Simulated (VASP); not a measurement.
Runs of VASP 6.6.1 on MoC15. The structure is cubic, space group F-43m (No. 216). Conventional cell: a = 7.134 Å, b = 7.134 Å, c = 7.134 Å, α = 90.00°, β = 90.00°, γ = 90.00°. Mo (site symmetry -43m) has 4 C at 1.77 Å within 2.4 Å. Within 2.0 Å of C (site symmetry 2mm) lie 4 C at 1.48 to 1.55 Å. C (site symmetry -43m) has 4 C at 1.54 Å within 2.0 Å. Within 2.0 Å of C (site symmetry 3m) lie 3 C at 1.48 Å and 1 Mo at 1.77 Å. Within 2.0 Å of C (site symmetry 3m) lie 4 C at 1.54 to 1.55 Å. 

```csv
spin,fixed moment (μB),gap on the mesh (eV),pressure (GPa),moment (μB),largest force (eV/Å)
collinear,2.0,-,73.7,2.00,0.27
collinear,-,none,(a),1.25,0.25
collinear,1.0,-,(b),1.00,0.31
off,-,none,70.6,-,0.39
```

Alike in all rows: task single point; level PBEsol+U; potentials or basis VASP PAW PBE potentials, release 64 (Mo_sv, C); Mo d U = 2.0 eV; cell as given; k mesh 4 × 4 × 4; cutoff (eV) 600; smearing gaussian 0.05 eV.

Task: Fill in the values left out.

Result: (a) 71.7; (b) 71.3.

Caveats: all runs use coarse meshes; the PAW data sets were made with another functional, which shifts forces and pressure a little; the U is typed as a test and isn't derived for this compound; the total moment is fixed, so each spin has its own Fermi level (at least some runs); the moment is held away from its start (at least some runs); U without spin polarisation on a metal has little footing (at least some runs).

A k mesh can miss the band edges, and the runs leave out spin-orbit coupling on Mo.

A gap of «none» marks levels without a gap at the run's occupations.
